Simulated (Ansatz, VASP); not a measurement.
## Zr3O in VASP and in Ansatz

File INCAR:

```
SYSTEM = Zr3O
ALGO = Normal
EDIFF = 1E-7
ENCUT = 520
GGA = PS
ISIF = 2
ISMEAR = 0
LASPH = .TRUE.
LCHARG = .FALSE.
LREAL = .FALSE.
LWAVE = .FALSE.
NBANDS = 52
NELM = 100
PREC = Accurate
SIGMA = 0.15
```

Contents of KPOINTS:

```
k-points
0
G
  9 9 8
  0 0 0
```

The input POSCAR:

```
Zr3O
1.0
    5.3613299101      0.0000000000      0.0000000000
   -2.6806649551      4.6430479003      0.0000000000
    0.0000000000      0.0000000000      5.5934754953
Zr O
6 2
Direct
    0.3126109405      0.0000000000      0.0000000000
    0.3126109405      0.3126109405      0.5000000000
    0.0000000000      0.3126109405      0.0000000000
    0.6873890595      0.0000000000      0.5000000000
    0.6873890595      0.6873890595      0.0000000000
    0.0000000000      0.6873890595      0.5000000000
    0.3333333333      0.6666666667      0.2500000000
    0.6666666667      0.3333333333      0.7500000000
```

Input for Ansatz:

```yaml
crystal:
  lattice:
    - [5.3613299101, 0.0, 0.0]
    - [-2.6806649551, 4.6430479003, 0.0]
    - [0.0, 0.0, 5.5934754953]
  atoms:
    - { symbol: Zr, position: [0.3126109405, 0.0, 0.0] }
    - { symbol: Zr, position: [0.3126109405, 0.3126109405, 0.5] }
    - { symbol: Zr, position: [0.0, 0.3126109405, 0.0] }
    - { symbol: Zr, position: [0.6873890595, 0.0, 0.5] }
    - { symbol: Zr, position: [0.6873890595, 0.6873890595, 0.0] }
    - { symbol: Zr, position: [0.0, 0.6873890595, 0.5] }
    - { symbol: O, position: [0.3333333333, 0.6666666667, 0.25] }
    - { symbol: O, position: [0.6666666667, 0.3333333333, 0.75] }
basis:
  ecutwfc: 520.0
kpoints:
  mp_grid: { grid: [9, 9, 8] }
hamiltonian:
  xc: pbesol
  pseudopotentials: { kind: paw, azcp: { folder: soft_1 } }
scf:
  occupations: { method: gaussian, width: 0.15 }
output:
  forces: true
  stress: true
  eigenvalues: true
```

Alike in both runs: task single point; functional PBEsol; k mesh 9 × 9 × 8; occupations gaussian, width 0.15 eV; no spin polarisation.

|  | VASP | Ansatz |
| --- | --- | --- |
| version | VASP 6.6.1 | Ansatz 0.2.0 |
| potentials or method | VASP PAW PBE potentials, release 64 (Zr_sv, O), cutoff 520 eV | scalar-relativistic, plane waves, PAW |
| valence electrons in the cell | 84 | 84 |

```tsv
	VASP	Ansatz	Ansatz less VASP
gap on the k mesh at the Fermi level (eV)	none	none	-
pressure (GPa)	-1.0	-1.1	-0.12
traceless stress, the component that is largest in VASP (GPa)	-8.56	-8.54	+0.016
rms of the force components (eV/Å)	1.222	1.222	+0.0006
```

VASP's potentials were made for PBE, not for PBEsol, and Ansatz warns of the same on its side. Atom by atom the forces differ by 0.001 eV/Å (rms over components). A gap of «none» marks a metal or a gap that the smearing closes. With one functional, cell and mesh, what is left measures potentials, basis and numerics.
